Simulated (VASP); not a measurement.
The system is AlNi.

```xyz
2
Lattice="2.8810 0.0000 0.0000 0.0000 2.8810 0.0000 0.0000 0.0000 2.8810" Properties=species:S:1:pos:R:3 pbc="T T T"
Al    0.0000    0.0000    0.0000
Ni    1.4405    1.4405    1.4405
```

Base run:

```yaml
Program: VASP 6.6.1
Functional: BLYP
Potentials_or_basis: VASP PAW PBE potentials, release 64 (Al, Ni)
Cutoff: 520 eV
k_mesh: 9 × 9 × 9
Occupations: fermi-dirac, width 0.1 eV
Spin: collinear spin, ferromagnetic start
Starting_moments: "[0.0, 1.0] μB"
```

Its results: pressure 7.0 GPa; net moment 0.00 μB per cell.

Question: The run is repeated on the same cell with these changes: functional from BLYP to PBE. What comes out?

Answer: Pressure 2.1 GPa; net moment 0.00 μB per cell.

PBE binds more tightly than BLYP, so the same cell stands under less pressure.

Caveats: the PAW data sets were made with another functional, which shifts forces and pressure a little (some runs).
